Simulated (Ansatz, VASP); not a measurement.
One calculation of HgPt, two programs

File INCAR:

```
SYSTEM = HgPt
  PREC = Accurate
  ENCUT = 520
  EDIFF = 1E-8
  ISMEAR = -1
  SIGMA = 0.03
  LREAL = .FALSE.
  LASPH = .TRUE.
  NELM = 100
  ALGO = Normal
  ISIF = 2
  LWAVE = .FALSE.
  LCHARG = .FALSE.
  LEFG = .TRUE.
  NBANDS = 18
```

Contents of KPOINTS:

```
regular mesh
0
G
  12 12 10
  0 0 0
```

File POSCAR:

```
HgPt
1.0
    2.9906760701      0.0000000000      0.0000000000
    0.0000000000      2.9906760701      0.0000000000
    0.0000000000      0.0000000000      3.8503318641
Hg Pt
1 1
Direct
    0.0000000000      0.0000000000      0.0000000000
    0.5000000000      0.5000000000      0.5000000000
```

Input for Ansatz:

```yaml
crystal:
  lattice:
    - [2.9906760701, 0.0, 0.0]
    - [0.0, 2.9906760701, 0.0]
    - [0.0, 0.0, 3.8503318641]
  atoms:
    - { symbol: Hg, position: [0.0, 0.0, 0.0] }
    - { symbol: Pt, position: [0.5, 0.5, 0.5] }
kpoints:
  mp_grid: { grid: [12, 12, 10] }
scf:
  occupations: { method: fermi_dirac, width: 0.03 }
hamiltonian:
  xc: lda
  pseudopotentials: { kind: all_electron, datasets: crystal }
output:
  forces: true
  stress: true
  eigenvalues: true
  efg: { contact_densities: true }
```

Change from the starting cell: volume scaled by 1.02, crystal datasets.

Alike in both runs: task electric field gradients; functional LDA; k mesh 12 × 12 × 10; occupations fermi-dirac, width 0.03 eV; no spin polarisation.

```csv
,VASP,Ansatz
version,VASP 6.6.1,Ansatz 0.2.0
potentials or method,"VASP PAW LDA potentials, release 64 (Hg, Pt), cutoff 520 eV","all-electron PAW with datasets made for the crystal, scalar-relativistic"
```

VASP gave:

* pressure (GPa): -3.3
* traceless stress, the component that is largest in VASP (GPa): 0.43
* size of Vzz on the site where it differs most (V/Å²): 101.3

**Question.** What did Ansatz give for the same quantities?

**Answer.** Pressure (GPa): -5.1; traceless stress, the component that is largest in VASP (GPa): 0.35; size of Vzz on the site where it differs most (V/Å²): 108.5.

LDA's correlation is that of Perdew and Zunger in VASP and of Perdew and Wang (1992) in Ansatz. Ansatz ran all-electron here, and VASP with PAW potentials.

Neither program's run includes spin-orbit coupling.
